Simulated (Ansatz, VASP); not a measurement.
# Ga2SbP in VASP and in Ansatz

```xyz
4
Lattice="4.0926 0.0000 0.0000 0.0000 4.0926 0.0000 0.0000 0.0000 5.7199" Properties=species:S:1:pos:R:3 pbc="T T T"
P     0.0000    0.0000    0.0000
Ga    0.0000    2.0463    4.4407
Ga    2.0463    0.0000    1.2792
Sb    2.0463    2.0463    2.8600
```

Change from the starting cell: uniaxial_z strain -1.4%.

Alike in both runs: task single point; functional r2SCAN; k mesh 6 × 6 × 4; no spin polarisation.

|  | VASP | Ansatz |
| --- | --- | --- |
| version | VASP 6.6.1 | Ansatz 0.2.0 |
| potentials or method | VASP PAW PBE potentials, release 64 (P, Ga_d, Sb) | plane waves, PAW |
| plane-wave cutoff (eV) | 520 | 500 |
| occupations | gaussian, width 0.01 eV | fixed |
| valence electrons in the cell | 36 | 46 |

```csv
,VASP,Ansatz,Ansatz less VASP
gap on the k mesh at the Fermi level (eV),0.53,0.55,+0.019
pressure (GPa),1.1,1.0,-0.11
rms of the force components (eV/Å),0.005,0.000,-0.0046
```

VASP's potentials were made for PBE, not for r2SCAN. VASP's potentials hold 36 valence electrons a cell and Ansatz's 46, so a difference there can come from the potentials and not from the codes.

Spin-orbit coupling is off throughout.
